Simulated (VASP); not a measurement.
Wanted: the native input for a VASP 6.6.1 run.

| Property | Result |
| --- | --- |
| Task | single point |
| Functional | r2SCAN |
| Potentials or basis | VASP PAW PBE potentials, release 64 (Sn_d, Co) |
| Cutoff | 520 eV |
| k mesh | 10 × 10 × 10 |
| Occupations | gaussian, width 0.1 eV |
| Spin | collinear spin, ferromagnetic start |
| Starting moments | [-0.02, -0.02, 0.07, 2.19] μB |
| Fixed moment | 1.88 μB |
| Dipole correction | no |
| Further INCAR settings | ALGO = Normal; EDIFF = 1e-06; NBANDS = 38 |

Crystal: CoSn3.

```
Sn Co
1.0
     0.00000    3.60103    3.60103
     3.60103    0.00000    3.60103
     3.60103    3.60103    0.00000
Sn Co
3 1
Direct
  0.25000 0.25000 0.25000
  0.75000 0.75000 0.75000
  0.50000 0.50000 0.50000
  0.00000 0.00000 0.00000
```

The input as run:

POSCAR

```
CoSn3
1.0
    0.0000000000      3.6010275214      3.6010275214
    3.6010275214      0.0000000000      3.6010275214
    3.6010275214      3.6010275214      0.0000000000
Sn Co
3 1
Direct
    0.2500000000      0.2500000000      0.2500000000
    0.7500000000      0.7500000000      0.7500000000
    0.5000000000      0.5000000000      0.5000000000
    0.0000000000      0.0000000000      0.0000000000
```

INCAR.step1

```
SYSTEM = CoSn3
ALGO = Normal ; EDIFF = 1E-4
ENCUT = 520 ; GGA = PE
ISMEAR = 0 ; ISPIN = 2
LASPH = .TRUE. ; LCHARG = .FALSE.
LMAXMIX = 4 ; LREAL = .FALSE.
LWAVE = .TRUE. ; MAGMOM = -0.02 -0.02 0.07 2.19
NBANDS = 38 ; NELM = 150
NUPDOWN = 1.88 ; PREC = Accurate
SIGMA = 0.1
```

INCAR.step2

```
SYSTEM = CoSn3
ALGO = Normal ; EDIFF = 1E-6
ENCUT = 520 ; ISIF = 2
ISMEAR = 0 ; ISPIN = 2
ISTART = 1 ; LASPH = .TRUE.
LCHARG = .FALSE. ; LMAXMIX = 4
LMIXTAU = .TRUE. ; LORBIT = 11
LREAL = .FALSE. ; LWAVE = .FALSE.
MAGMOM = -0.02 -0.02 0.07 2.19 ; METAGGA = R2SCAN
NBANDS = 38 ; NELM = 150
NUPDOWN = 1.88 ; PREC = Accurate
SIGMA = 0.1
```

KPOINTS

```
k-points
0
G
  10 10 10
  0 0 0
```

Potentials or basis: VASP PAW PBE potentials, release 64 (Sn_d, Co).

The run is started by

```sh
$ cat potpaw_PBE.64/Sn_d/POTCAR potpaw_PBE.64/Co/POTCAR > POTCAR
$ cp INCAR.step1 INCAR
$ mpirun -np 1 vasp_std > vasp.out
$ cp INCAR.step2 INCAR
$ mpirun -np 1 vasp_std > vasp.out
```

It gave:

| Item | Value |
| --- | --- |
| Pressure | -2.9 GPa |
| Net moment | 1.88 μB per cell |
| Site moments | Sn -0.02, +0.06 (each value once); Co +1.96 μB |
| Valence electrons inside the program's atomic spheres | Sn 12.20, 12.23 (each value once); Co 7.78 |

Caveat: the PAW data sets were made with another functional, which shifts forces and pressure a little; the total moment is fixed, so each spin has its own Fermi level and the state may be an excited one.

Wall time 12 min on 1 thread of Intel(R) Xeon(R) 6975P-C (Granite Rapids) (shared host), peak memory 0.49 GiB.
